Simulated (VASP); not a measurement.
**Mg: single point with RPBE**

The system is Mg.

```
Mg
1.0
    -1.75962    1.75962    1.75962
     1.75962   -1.75962    1.75962
     1.75962    1.75962   -1.75962
Mg
1
Cartesian
  0.0000 0.0000 0.0000
```

This cell differs from its parent crystal: volume scaled by 0.92.

| Quantity | Value |
| --- | --- |
| Program | VASP 6.6.1 |
| Task | single point |
| Functional | RPBE |
| Potentials or basis | VASP PAW PBE potentials, release 64 (Mg) |
| Cutoff | 520 eV |
| k mesh | 14 × 14 × 14 |
| Occupations | fermi-dirac, width 0.1 eV |
| Spin | no spin polarisation |

```json
{
  "Pressure": "3.1 GPa",
  "Band gap on the k mesh": "zero (band 1 reaches 7.01 eV, above the bottom of band 2 at 2.16 eV)"
}
```

Levels at points of the mesh, in eV from the Fermi level:
```tsv
k point	band 1	band 2	band 3	band 4	band 5	band 6
(0.00, 0.00, 0.00)	-7.22	13.37	13.37	13.37	15.40	15.40
(0.50, 0.00, 0.00)	-1.63	-0.92	8.76	9.77	10.50	11.96
(0.50, 0.50, 0.50)	3.93	3.93	3.98	3.98	3.98	8.19
```

It took 6.4 s on 1 thread of Intel(R) Xeon(R) 6975P-C (Granite Rapids), with other jobs on the host, peak memory 0.14 GiB.

Caveat: the PAW data sets were made with another functional, which shifts forces and pressure a little.
